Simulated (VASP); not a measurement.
Rh:

```xyz
2
Lattice="2.6941 0.0000 0.0000 -1.3470 2.3331 0.0000 0.0000 0.0000 4.3686" Properties=species:S:1:pos:R:3 pbc="T T T"
Rh    0.0000    1.5554    1.0922
Rh    1.3470    0.7777    3.2765
```

Base run:

```yaml
Program: VASP 6.6.1
Functional: r2SCAN
Potentials_or_basis: VASP PAW PBE potentials, release 64 (Rh_pv)
Cutoff: 520 eV
k_mesh: 11 × 11 × 6
Occupations: fermi-dirac, width 0.05 eV
Spin: no spin polarisation
```

Its results: band gap on the k mesh zero (band 15 reaches 12.49 eV, above the bottom of band 16 at 10.05 eV); pressure 2.0 GPa.

**Question.** The run is repeated on the same cell with these changes: potentials or basis from VASP PAW PBE potentials, release 64 (Rh_pv) to VASP PAW PBE potentials, release 64 (Rh_sv_GW); cutoff from 520 eV to 580 eV; further incar settings from ALGO = Normal; EDIFF = 1e-06; NBANDS = 22 to ALGO = Normal; EDIFF = 1e-06; NBANDS = 24; valence electrons from 30 to 34. What comes out?

**Answer.** Band gap on the k mesh zero (band 17 reaches 11.44 eV, above the bottom of band 18 at 9.00 eV); pressure -0.9 GPa.

Caveats: the PAW data sets were made with another functional, which shifts forces and pressure a little.
